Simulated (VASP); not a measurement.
Input of a VASP 6.6.1 run:

Contents of INCAR:

```
SYSTEM = AlNi
PREC = Accurate ; ENCUT = 520
EDIFF = 1E-6 ; ISMEAR = 0
SIGMA = 0.15 ; LREAL = .False.
LASPH = .True. ; NELM = 60
ALGO = Fast ; ISIF = 2
LWAVE = .False. ; LCHARG = .False.
GGA = PE ; NBANDS = 14
```

The input KPOINTS:

```
Automatic mesh
0
Gamma
  16 16 16
  0 0 0
```

POSCAR

```
AlNi
1.0
    2.8927237805      0.0000000000      0.0000000000
    0.0000000000      2.8927237805      0.0000000000
    0.0000000000      0.0000000000      2.8927237805
Al Ni
1 1
Direct
   -0.0345694949     -0.0138277980      0.0000000000
    0.5158917043      0.5063566817      0.5000000000
```

Potentials or basis: VASP PAW PBE potentials, release 64 (Al, Ni).

Launch:

```sh
$ cat potpaw_PBE.64/Al/POTCAR potpaw_PBE.64/Ni/POTCAR > POTCAR
$ mpirun -np 1 vasp_std > vasp.out
```

Estimate the largest force.

0.914 eV/Å.

Predict the band gap on the k mesh.

zero (an odd number of electrons rules out a gap without spin polarisation).

Forces on the atoms (eV/Å):
```
Al   0.842  0.357  0.000
Ni  -0.842 -0.357  0.000
```

Caveat: the cell differs from its parent crystal (atoms displaced along several vibrational modes). Spin polarisation is off, so any magnetic state and its effect on volume and gap are missing.
